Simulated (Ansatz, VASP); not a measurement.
Two plane-wave programs on Ba2C

```
Ba C
1.0
     4.27034    0.00000    0.00000
     0.00000    4.27034    0.00000
     0.00000    0.00000    5.34684
Ba C
2 1
Direct
  0.00000 0.00000 0.03258
  0.50000 0.50000 0.77121
  0.00000 0.00000 0.62309
```

Alike in both runs: task single point; functional PBE; k mesh 4 × 4 × 4; occupations gaussian, width 0.1 eV; no spin polarisation.

```csv
,VASP,Ansatz
version,VASP 6.6.1,Ansatz 0.2.0
potentials or method,"VASP PAW PBE potentials, release 64 (Ba_sv, C), cutoff 520 eV","scalar-relativistic, plane waves, PAW"
valence electrons in the cell,24,24
```

Ansatz gave:

```
gap on the k mesh at the Fermi level (eV)                     : none
pressure (GPa)                                                : 2.2
traceless stress, the component that is largest in VASP (GPa) : -0.58
rms of the force components (eV/Å)                            : 1.230
```

Q: Estimate VASP's values.

A: gap on the k mesh at the Fermi level (eV): none; pressure (GPa): 4.2; traceless stress, the component that is largest in VASP (GPa): 0.65; rms of the force components (eV/Å): 1.596.

Atom by atom the forces differ by 0.428 eV/Å (rms over components). A gap of «none» marks a metal or a gap that the smearing closes.

The k mesh is coarse, so the values compare programs but aren't converged. Spin-orbit coupling is off throughout.
